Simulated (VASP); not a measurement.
Set up this calculation in VASP 6.6.1, as the native input.

```yaml
Task: single point
Functional: PBE
Potentials_or_basis: VASP PAW PBE potentials, release 64 (Ge_d, Se)
Cutoff: 520 eV
k_mesh: 12 × 12 × 12
Occupations: gaussian, width 0.1 eV
Spin: no spin polarisation
Dipole_correction: no
Further_INCAR_settings: ALGO = Normal; EDIFF = 1e-06; NBANDS = 24
```

The structure of Ge2Se lies in POSCAR:

```
Ge2Se
1.0
    1.8368055554      1.0604801818      5.4793637604
   -1.8368055554      1.0604801818      5.4793637604
    0.0000000000     -2.1209603637      5.4793637604
Ge Se
2 1
Direct
    0.2225261432      0.2225261432      0.2225261432
    0.4464642084      0.4464642084      0.4464642084
    0.9977096485      0.9977096485      0.9977096485
```

One way to write it, as run:

INCAR

```
PREC     = Accurate       # precision mode
ENCUT    = 520            # plane-wave cutoff, eV
EDIFF    = 1E-6           # SCF threshold, eV
ISMEAR   = 0              # smearing method
SIGMA    = 0.1            # smearing width, eV
LREAL    = False          # projectors in reciprocal space
LASPH    = True           # aspherical terms in the spheres
NELM     = 100            # most SCF steps
ALGO     = Normal         # electronic algorithm
ISIF     = 2              # what is computed and relaxed
LWAVE    = False          # write WAVECAR
LCHARG   = True           # write CHGCAR
GGA      = PE             # functional
LELF     = True           # ELF
LVHAR    = True         
NBANDS   = 24             # bands
```

KPOINTS

```
regular mesh
0
Gamma
  12 12 12
```

Potentials or basis: VASP PAW PBE potentials, release 64 (Ge_d, Se).

Run with:

```bash
$ cat potpaw_PBE.64/Ge_d/POTCAR potpaw_PBE.64/Se/POTCAR > POTCAR
$ mpirun -np 1 vasp_std > vasp.out
```

Results of the run:

| Property | Result |
| --- | --- |
| Pressure | 0.1 GPa |
| Largest force | 0.003 eV/Å |
| Band gap on the k mesh | zero (bands 17 and 18 overlap by 3.24 eV) |

It took 11 min on 1 thread of Intel(R) Xeon(R) Platinum 8375C CPU @ 2.90GHz (Ice Lake), with other jobs on the host, peak memory 0.5 GiB.
